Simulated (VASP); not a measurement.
A run of VASP 6.6.1 is set up as follows.

File INCAR:

```
SYSTEM = TaRu
ALGO     = Normal         ! electronic algorithm
EDIFF    = 1E-6           ! SCF threshold, eV
ENCUT    = 520            ! plane-wave cutoff, eV
GGA      = CA             ! functional
ISIF     = 2              ! what is computed and relaxed
ISMEAR   = -1             ! smearing method
LASPH    = .True.         ! aspherical terms in the spheres
LCHARG   = .True.         ! write CHGCAR
LELF     = .True.         ! ELF
LREAL    = .False.        ! projectors in reciprocal space
LVHAR    = .True.       
LWAVE    = .False.        ! write WAVECAR
NBANDS   = 20             ! bands
NELM     = 80             ! most SCF steps
PREC     = Accurate       ! precision mode
SIGMA    = 0.05           ! smearing width, eV
```

File KPOINTS:

```
k-points
0
Gamma
  11 11 10
  0 0 0
```

File POSCAR:

```
TaRu
1.0
    3.0117381852      0.0000000000      0.0000000000
    0.0000000000      3.0117381852      0.0000000000
    0.0000000000      0.0000000000      3.3431970880
Ta Ru
1 1
Direct
    0.5000000000      0.5000000000      0.5000000000
    0.0000000000      0.0000000000      0.0000000000
```

Potentials or basis: VASP PAW LDA potentials, release 64 (Ta_pv, Ru_pv).

Launch:

```sh
$ cat potpaw_LDA.64/Ta_pv/POTCAR potpaw_LDA.64/Ru_pv/POTCAR > POTCAR
$ mpirun -np 1 vasp_std > vasp.out
```

What does it give for the pressure?

1.4 GPa.

Stress tensor (GPa, compression positive):
```
1.22 0.00 0.00
0.00 1.22 0.00
0.00 0.00 1.77
```
